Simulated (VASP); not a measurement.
# Be3As (Pm-3m) in VASP: a series of runs

Be3As is run at these levels: PBE; tasks: single point.

Program: VASP 6.6.1. These are calculated values, not measurements. Logs are shortened: lines on timing, memory, paths and dates and some standing lists are left out, and cuts for length are marked.

## 1. The cell of the first run

Symmetry: Pm-3m, No. 221, cubic system. Conventional cell: a = 3.491 Å, b = 3.491 Å, c = 3.491 Å, α = 90.00°, β = 90.00°, γ = 90.00°. Be (site symmetry 4/mmm) has 8 Be at 2.47 Å and 4 As at 2.47 Å within 3.3 Å. Within 3.3 Å of As (site symmetry m-3m) lie 12 Be at 2.47 Å.

## 2. Single point, PBE

Input file INCAR:

```
SYSTEM = Be3As
PREC = Accurate ; ENCUT = 520
EDIFF = 1E-6 ; ISMEAR = 0
SIGMA = 0.1 ; LREAL = .FALSE.
LASPH = .TRUE. ; NELM = 80
ALGO = Normal ; ISIF = 2
LWAVE = .FALSE. ; LCHARG = .TRUE.
GGA = PE ; LELF = .TRUE.
LVHAR = .TRUE. ; NBANDS = 14
```

Input file KPOINTS:

```
regular mesh
0
G
  6 6 6
  0 0 0
```

Input file POSCAR:

```
Be3As
1.0
    3.4914542356      0.0000000000      0.0000000000
    0.0000000000      3.4914542356      0.0000000000
    0.0000000000      0.0000000000      3.4914542356
Be As
3 1
Direct
    0.0000000000      0.5000000000      0.5000000000
    0.5000000000      0.0000000000      0.5000000000
    0.5000000000      0.5000000000      0.0000000000
    0.0000000000      0.0000000000      0.0000000000
```

Potentials or basis: VASP PAW PBE potentials, release 64 (Be, As).

Started as:

```sh
> cat potpaw_PBE.64/Be/POTCAR potpaw_PBE.64/As/POTCAR > POTCAR
> mpirun -np 1 vasp_std > vasp.out
```

OUTCAR:

```text
SYSTEM = Be3As
   PREC = Accurate
   ENCUT = 520
   EDIFF = 1E-6
   ISMEAR = 0
   LREAL = .FALSE.
   LASPH = .TRUE.
   NELM = 80
   ISIF = 2
   GGA = PE

 ion  position               nearest neighbor table
   1  0.000  0.500  0.500-   4 2.47   4 2.47   4 2.47   4 2.47
   2  0.500  0.000  0.500-   4 2.47   4 2.47   4 2.47   4 2.47
   3  0.500  0.500  0.000-   4 2.47   4 2.47   4 2.47   4 2.47
   4  0.000  0.000  0.000-   1 2.47   2 2.47   3 2.47   1 2.47   2 2.47   1 2.47   3 2.47   1 2.47
                             2 2.47   3 2.47   2 2.47   3 2.47

  LATTYP: Found a simple cubic cell.
 ALAT       =     3.4914542356

  Lattice vectors:

 A1 = (   3.4914542356,   0.0000000000,   0.0000000000)
 A2 = (   0.0000000000,   3.4914542356,   0.0000000000)
 A3 = (   0.0000000000,   0.0000000000,   3.4914542356)

Analysis of symmetry for initial positions (statically):
=====================================================================
 Subroutine PRICEL returns:
 Original cell was already a primitive cell.

 Routine SETGRP: Setting up the symmetry group for a
 simple cubic supercell.

 Subroutine GETGRP returns: Found 48 space group operations
 (whereof 48 operations were pure point group operations)
 out of a pool of 48 trial point group operations.

The static configuration has the point symmetry O_h .

Analysis of symmetry for dynamics (positions and initial velocities):
=====================================================================
 Subroutine PRICEL returns:
 Original cell was already a primitive cell.

 Routine SETGRP: Setting up the symmetry group for a
 simple cubic supercell.

 Subroutine GETGRP returns: Found 48 space group operations
 (whereof 48 operations were pure point group operations)
 out of a pool of 48 trial point group operations.

The dynamic configuration has the point symmetry O_h .

 Subroutine INISYM returns: Found 48 space group operations
 (whereof 48 operations are pure point group operations),
 and found     1 'primitive' translations

----------------------------------------------------------------------------------------

                                     Primitive cell

  volume of cell :      42.5617

  direct lattice vectors                    reciprocal lattice vectors
     3.491454236  0.000000000  0.000000000     0.286413607  0.000000000  0.000000000
     0.000000000  3.491454236  0.000000000     0.000000000  0.286413607  0.000000000
     0.000000000  0.000000000  3.491454236     0.000000000  0.000000000  0.286413607

  length of vectors
     3.491454236  3.491454236  3.491454236     0.286413607  0.286413607  0.286413607

  position of ions in fractional coordinates (direct lattice)
     0.000000000  0.500000000  0.500000000
     0.500000000  0.000000000  0.500000000
     0.500000000  0.500000000  0.000000000
     0.000000000  0.000000000  0.000000000

  ion indices of the primitive-cell ions
   primitive index   ion index
                 1           1
                 2           2
                 3           3
                 4           4

----------------------------------------------------------------------------------------

 KPOINTS: regular mesh

Automatic generation of k-mesh.
 Grid dimensions read from file:
 generate k-points for:    6    6    6

 Generating k-lattice:

  Cartesian coordinates                     Fractional coordinates (reciprocal lattice)
     0.047735601  0.000000000  0.000000000     0.166666667  0.000000000  0.000000000
     0.000000000  0.047735601  0.000000000     0.000000000  0.166666667  0.000000000
     0.000000000  0.000000000  0.047735601     0.000000000  0.000000000  0.166666667

  Length of vectors
     0.047735601  0.047735601  0.047735601

  Shift w.r.t. Gamma in fractional coordinates (k-lattice)
     0.000000000  0.000000000  0.000000000

 Subroutine IBZKPT returns following result:
 ===========================================

 Found     20 irreducible k-points:

 Following reciprocal coordinates:
            Coordinates               Weight
  0.000000  0.000000  0.000000      1.000000
  0.166667  0.000000  0.000000      6.000000
  0.333333  0.000000  0.000000      6.000000
  0.500000  0.000000  0.000000      3.000000
  0.166667  0.166667  0.000000     12.000000
  0.333333  0.166667  0.000000     24.000000
[... 12 lines left out ...]
  0.500000  0.500000  0.333333      6.000000
  0.500000  0.500000  0.500000      1.000000
   k-points           NKPTS =     20   k-points in BZ     NKDIM =     20   number of bands    NBANDS=     14
   number of dos      NEDOS =    301   number of ions     NIONS =      4
   total plane-waves  NPLWV =  21952
   dimension x,y,z NGX =    28 NGY =   28 NGZ =   28
   dimension x,y,z NGXF=    56 NGYF=   56 NGZF=   56
   ions per type =               3   1
   NGX,Y,Z   is equivalent  to a cutoff of  13.33, 13.33, 13.33 a.u.
   NGXF,Y,Z  is equivalent  to a cutoff of  26.66, 26.66, 26.66 a.u.
 SYSTEM =  Be3As
   PREC   = accura    normal or accurate (medium, high low for compatibility)
   ISTART =      0    job   : 0-new  1-cont  2-samecut
   ICHARG =      2    charge: 1-file 2-atom 10-const
   ISPIN  =      1    spin polarized calculation?
   LNONCOLLINEAR =      F non collinear calculations
   LSORBIT =      F    spin-orbit coupling
   LASPH  =      T    aspherical Exc in radial PAW
   ENCUT  =  520.0 eV  38.22 Ry    6.18 a.u.   6.49  6.49  6.49*2*pi/ulx,y,z
   NELM   =     80;   NELMIN=  2; NELMDL= -5     # of ELM steps
   EDIFF  = 0.1E-05   stopping-criterion for ELM
   LREAL  =      F    real-space projection
   EDIFFG = 0.1E-04   stopping-criterion for IOM
   NSW    =      0    number of steps for IOM
   IBRION =     -1    ionic relax: 0-MD 1-quasi-New 2-CG
   NFREE  =      0    steps in history (QN), initial steepest desc. (CG)
   ISIF   =      2    stress and relaxation
   ISYM   =      2    0-nonsym 1-usesym 2-fastsym
   POTIM  = 0.5000    time-step for ionic-motion
   TEBEG  =    0.0;   TEEND  =   0.0 temperature during run
   PSTRESS=    0.0 pullay stress
   NELECT =      11.0000    total number of electrons
   NUPDOWN=      -1.0000    fix difference up-down
   EMIN   =  10.00;   EMAX   =-10.00  energy-range for DOS
   EFERMI =   0.00;   METHOD = LEGACY
   ISMEAR =     0;   SIGMA  =   0.10  broadening in eV -4-tet -1-fermi 0-gaus
   EFERMI_NEDOS =   21; number of points for ismear=-14 and -15
   IALGO  =     38    algorithm
   IMIX   =      4    mixing-type and parameters
     AMIX     =   0.40;   BMIX     =  1.00
     AMIX_MAG =   1.60;   BMIX_MAG =  1.00
  volume/ion in A,a.u.               =      10.64        71.81
  Fermi-wavevector in a.u.,A,eV,Ry     =   1.042796  1.970599 14.795296  1.087424
  Thomas-Fermi vector in A             =   2.177477
   LORBIT       =      0    0 simple, 1 ext, 2 COOP (PROOUT), +10 PAW based schemes
   GGA     = PE    functional components
   LHFCALC =     F    Hartree Fock is set to
   AEXX    =    0.0000 exact exchange contribution
   IVDW    =     0    specifies the selected vdW correction
   LEPSILON=     F    determine dielectric tensor
   LRPA    =     F    only Hartree local field effects (RPA)
 non-spin polarized calculation
 Gauss-broadening in eV      SIGMA  =   0.10
  energy-cutoff  :      520.00
  volume of cell :       42.56
 maximum number of plane-waves:      1189
 NGX is ok and might be reduce to    28
   NGX = 13   NGY = 13   NGZ = 13

 number of electron      11.0000000 magnetization

 Free energy of the ion-electron system (eV)
  ---------------------------------------------------
  ext. energy  EPLUGINS =         0.00000000
  ---------------------------------------------------
  free energy    TOTEN  =       -14.21417984 eV

  energy without entropy =      -14.20558384  energy(sigma->0) =      -14.20988184

 E-fermi :   7.8536     XC(G=0): -10.7224

 val. band max:        7.8162984285   @ k =   0.5000   0.1667   0.0000
 cond. band min:       7.8890642904   @ k =   0.3333   0.1667   0.1667
 fundamental gap:      0.0727658619
 Fermi energy:         7.8536322742

 k-point     1 :       0.0000    0.0000    0.0000
  band No.  band energies     occupation
      1      -7.2290      2.00000
      2       3.1482      2.00000
      3       3.1482      2.00000
      4       3.1482      2.00000
      5       5.2856      2.00000
      6       8.6486      0.00000
      7       8.6486      0.00000
      8      13.2771      0.00000
      9      13.2771      0.00000
     10      13.2771      0.00000
     11      14.0357      0.00000
     12      14.0357      0.00000
     13      14.0357      0.00000
     14      18.0612      0.00000

 k-point     2 :       0.1667    0.0000    0.0000
  band No.  band energies     occupation
      1      -6.9987      2.00000
      2       1.3064      2.00000
      3       3.4654      2.00000
      4       3.4654      2.00000
      5       6.2467      2.00000
      6       8.6381      0.00000
      7      10.4059      0.00000
      8      11.5894      0.00000
      9      11.5894      0.00000
     10      12.2254      0.00000
     11      13.8590      0.00000
     12      14.0232      0.00000
     13      14.0232      0.00000
     14      18.3641      0.00000

 k-point     3 :       0.3333    0.0000    0.0000
  band No.  band energies     occupation
      1      -6.4097      2.00000
      2      -0.8813      2.00000
      3       4.3615      2.00000
      4       4.3615      2.00000
      5       7.2577      2.00000
      6       8.6165      0.00000
      7       8.9671      0.00000
      8       8.9671      0.00000
      9      10.2663      0.00000
     10      13.5460      0.00000
     11      14.3755      0.00000
     12      14.9070      0.00000
     13      14.9070      0.00000
     14      18.6214      0.00000

 k-point     4 :       0.5000    0.0000    0.0000
  band No.  band energies     occupation
      1      -5.9920      2.00000
      2      -1.8639      2.00000
      3       5.2165      2.00000
      4       5.2165      2.00000
      5       7.4970      2.00000
      6       7.4970      2.00000
      7       8.5534      0.00000
      8       8.5793      0.00000
      9       8.6053      0.00000
     10      13.4057      0.00000
     11      15.9944      0.00000
     12      15.9944      0.00000
     13      17.0334      0.00000
     14      17.0334      0.00000

 k-point     5 :       0.1667    0.1667    0.0000
  band No.  band energies     occupation
      1      -6.7670      2.00000
      2       1.3501      2.00000
      3       1.8834      2.00000
      4       3.7822      2.00000
      5       7.1175      2.00000
      6       9.1211      0.00000
      7      10.2088      0.00000
      8      10.8836      0.00000
      9      11.6136      0.00000
     10      12.3048      0.00000
     11      13.2683      0.00000
[... 208 lines left out ...]
 k-point    18 :       0.5000    0.3333    0.3333
  band No.  band energies     occupation
      1      -4.2240      2.00000
      2      -0.0622      2.00000
      3       1.3223      2.00000
      4       1.7711      2.00000
      5       3.0260      2.00000
      6       6.1327      2.00000
      7       7.4238      2.00000
      8       8.4535      0.00000
      9      15.7531      0.00000
     10      16.6182      0.00000
     11      17.2828      0.00000
     12      17.6822      0.00000
     13      18.1906      0.00000
     14      18.9795      0.00000

 k-point    19 :       0.5000    0.5000    0.3333
  band No.  band energies     occupation
      1      -3.7317      2.00000
      2       0.4033      2.00000
      3       0.4033      2.00000
      4       1.8812      2.00000
      5       2.6381      2.00000
      6       6.5826      2.00000
      7       6.5826      2.00000
      8       6.8924      2.00000
      9      16.6564      0.00000
     10      18.0902      0.00000
     11      18.0902      0.00000
     12      18.9454      0.00000
     13      19.0271      0.00000
     14      19.0273      0.00000

 k-point    20 :       0.5000    0.5000    0.5000
  band No.  band energies     occupation
      1      -3.1731      2.00000
      2       0.6657      2.00000
      3       0.6657      2.00000
      4       0.6657      2.00000
      5       3.1839      2.00000
      6       5.8170      2.00000
      7       5.8170      2.00000
      8       5.8170      2.00000
      9      19.0631      0.00000
     10      19.0631      0.00000
     11      19.0631      0.00000
     12      19.5031      0.00000
     13      19.5031      0.00000
     14      19.5031      0.00000

------------------------ aborting loop because EDIFF is reached ----------------------------------------

  FORCE on cell =-STRESS in cart. coord.  units (eV):
  Direction    XX          YY          ZZ          XY          YZ          ZX
  --------------------------------------------------------------------------------------
  -------------------------------------------------------------------------------------
  Total        0.6244357      0.6244357      0.6244357     -0.0000000      0.0000000     -0.0000000
  in kB       23.5060260     23.5060260     23.5060260     -0.0000000      0.0000000     -0.0000000
  external PRESSURE =      23.5060260 kB  Pullay stress =       0.0000000 kB

 VOLUME and BASIS-vectors are now :
 -----------------------------------------------------------------------------
  energy-cutoff  :      520.00
  volume of cell :       42.56
      direct lattice vectors                 reciprocal lattice vectors
     3.491454236  0.000000000  0.000000000     0.286413607  0.000000000  0.000000000
     0.000000000  3.491454236  0.000000000     0.000000000  0.286413607  0.000000000
     0.000000000  0.000000000  3.491454236     0.000000000  0.000000000  0.286413607

 POSITION                                       TOTAL-FORCE (eV/Angst)
 -----------------------------------------------------------------------------------
      0.00000      1.74573      1.74573         0.000000      0.000000      0.000000
      1.74573      0.00000      1.74573         0.000000      0.000000      0.000000
      1.74573      1.74573      0.00000         0.000000      0.000000      0.000000
      0.00000      0.00000      0.00000         0.000000      0.000000      0.000000
 -----------------------------------------------------------------------------------
    total drift:                               -0.000000     -0.000000     -0.000000

  FREE ENERGIE OF THE ION-ELECTRON SYSTEM (eV)
  ---------------------------------------------------
  free  energy   TOTEN  =       -14.2141798371 eV

  energy  without entropy=      -14.2055838404  energy(sigma->0) =      -14.20988184
```

Wall time 6 s (1 thread of AMD EPYC 9R45 (Zen 5), shared host); peak memory 0.12 GiB.

Results:

| Property | Result |
| --- | --- |
| Free energy | -14.2142 eV |
| Pressure | 2.4 GPa |

Levels at points of the mesh, in eV from the Fermi level:
| k point | band 2 | band 3 | band 4 | band 5 | band 6 | band 7 | band 8 | band 9 |
| --- | --- | --- | --- | --- | --- | --- | --- | --- |
| (0.00, 0.00, 0.00) | -4.71 | -4.71 | -4.71 | -2.57 | 0.79 | 0.79 | 5.42 | 5.42 |
| (0.50, 0.00, 0.00) | -9.72 | -2.64 | -2.64 | -0.36 | -0.36 | 0.70 | 0.73 | 0.75 |
| (0.50, 0.50, 0.00) | -8.04 | -8.04 | -6.11 | -0.72 | 1.46 | 2.09 | 2.09 | 3.04 |
| (0.50, 0.50, 0.50) | -7.19 | -7.19 | -7.19 | -4.67 | -2.04 | -2.04 | -2.04 | 11.21 |

## 3. Single point, PBE

This run uses another cell than the first one, of 10.89 Å³/atom, 1.023 times its volume.

Input file INCAR:

```
SYSTEM = Be3As
  PREC = Accurate
  ENCUT = 520
  EDIFF = 1E-7
  ISMEAR = 0
  SIGMA = 0.1
  LREAL = .FALSE.
  LASPH = .TRUE.
  NELM = 80
  ALGO = Normal
  ISIF = 2
  LWAVE = .FALSE.
  LCHARG = .TRUE.
  GGA = PE
  LELF = .TRUE.
  LVHAR = .TRUE.
  NBANDS = 14
```

Input file KPOINTS:

```
Automatic mesh
0
G
  14 14 14
  0 0 0
```

Input file POSCAR:

```
Be3As
1.0
    3.5180356453      0.0000000000      0.0000000000
    0.0000000000      3.5180356453      0.0000000000
    0.0000000000      0.0000000000      3.5180356453
Be As
3 1
Direct
    0.0000000000      0.5000000000      0.5000000000
    0.5000000000      0.0000000000      0.5000000000
    0.5000000000      0.5000000000      0.0000000000
    0.0000000000      0.0000000000      0.0000000000
```

Potentials or basis: VASP PAW PBE potentials, release 64 (Be, As).

Started as:

```sh
> cat potpaw_PBE.64/Be/POTCAR potpaw_PBE.64/As/POTCAR > POTCAR
> mpirun -np 1 vasp_std > vasp.out
```

It took 31 s on 1 thread of AMD EPYC 9R45 (Zen 5), shared host; peak memory 0.17 GiB.

Results (log left out):

| Property | Result |
| --- | --- |
| Free energy | -14.2104 eV |
| Pressure | 0.3 GPa |

Levels at points of the mesh, in eV from the Fermi level:
```csv
k point,band 1,band 2,band 3,band 4,band 5,band 6,band 7,band 8,band 9,band 10
"(0.00, 0.00, 0.00)",-14.84,-4.55,-4.55,-4.55,-2.57,0.85,0.85,5.37,5.37,5.37
"(0.50, 0.00, 0.00)",-13.63,-9.50,-2.53,-2.53,-0.26,-0.26,0.64,0.77,0.85,5.45
"(0.50, 0.50, 0.00)",-12.41,-7.84,-7.84,-5.95,-0.66,1.46,2.16,2.16,3.08,5.44
"(0.50, 0.50, 0.50)",-10.92,-6.98,-6.98,-6.98,-4.50,-1.97,-1.97,-1.97,11.00,11.00
```
